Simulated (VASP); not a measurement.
Crystal: Mn3Sb.

```
Mn Sb
1.0
     0.00000    2.99412    2.99412
     2.99412    0.00000    2.99412
     2.99412    2.99412    0.00000
Mn Sb
3 1
Direct
  0.75000 0.75000 0.75000
  0.25000 0.25000 0.25000
  0.00000 0.00000 0.00000
  0.50000 0.50000 0.50000
```

Program: VASP 6.6.1. Alike in all runs: task single point; spin collinear, ferromagnetic start; cell as given; k mesh 7 × 7 × 7; cutoff (eV) 520; smearing fermi-dirac 0.1 eV.

Q: Order these runs on this cell by their pressure, lowest first.
A. level PBEsol; potentials or basis VASP PAW PBE potentials, release 64 (Mn_pv, Sb)
B. level LDA; potentials or basis VASP PAW LDA potentials, release 64 (Mn_pv, Sb)
C. level BLYP; potentials or basis VASP PAW PBE potentials, release 64 (Mn_pv, Sb)

A: B (-14.7 GPa), A (-8.3 GPa), C (7.7 GPa).

Caveats: only a ferromagnetic start was run, and an antiferromagnetic order may lie lower in energy; the PAW data sets were made with another functional, which shifts forces and pressure a little (some runs).
